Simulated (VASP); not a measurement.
Write the native input for VASP 6.6.1 that does the following.

```yaml
Task: single point
Functional: LDA
Potentials_or_basis: VASP PAW LDA potentials, release 64 (Sn_d, O)
Cutoff: 520 eV
k_mesh: 6 × 6 × 8
Occupations: gaussian, width 0.05 eV
Spin: no spin polarisation
Dipole_correction: no
Further_INCAR_settings: ALGO = Normal; EDIFF = 1e-07; NBANDS = 35
```

The structure of SnO2 lies in POSCAR:

```
SnO2
1.0
    4.6789513558      0.0208860010     -0.0024512372
    0.0208860010      4.7468764977      0.0190786243
   -0.0016487324      0.0128325178      3.1631700837
Sn O
2 4
Direct
   -0.0054429054     -0.0007259105      0.0026025924
    0.4897488214      0.4907793632      0.5062056089
    0.3061532696      0.3039597646      0.0045425695
    0.1973228375      0.8059854988      0.4941245959
    0.7033448437      0.7023825983     -0.0006815581
    0.8088731332      0.1976186856      0.4932061914
```

This cell differs from its parent crystal: atoms moved at random and the cell strained at random.

One way to write it, as run:

INCAR

```
SYSTEM = SnO2
ALGO = Normal
EDIFF = 1E-7
ENCUT = 520
GGA = CA
ISIF = 2
ISMEAR = 0
LASPH = .True.
LCHARG = .True.
LELF = .True.
LREAL = .False.
LVHAR = .True.
LWAVE = .False.
NBANDS = 35
NELM = 80
PREC = Accurate
SIGMA = 0.05
```

KPOINTS

```
k-points
0
Gamma
  6 6 8
  0 0 0
```

Potentials or basis: VASP PAW LDA potentials, release 64 (Sn_d, O).

Command:

```console
$ cat potpaw_LDA.64/Sn_d/POTCAR potpaw_LDA.64/O/POTCAR > POTCAR
$ mpirun -np 1 vasp_std > vasp.out
```

It gave:

The pressure is 4.4 GPa, the largest force is 1.998 eV/Å and the band gap on the k mesh is 1.24 eV, direct.

Caveat: the cell differs from its parent crystal (atoms moved at random and the cell strained at random); spin-orbit coupling is left out, which moves the levels of the heavy elements; forces of over 1 eV/Å act on the atoms, so gaps and moduli don't describe the material at rest.

It took 9.9 min on 1 thread of Oxide Virtual Turin-like Processor, on a shared host, peak memory 0.32 GiB.
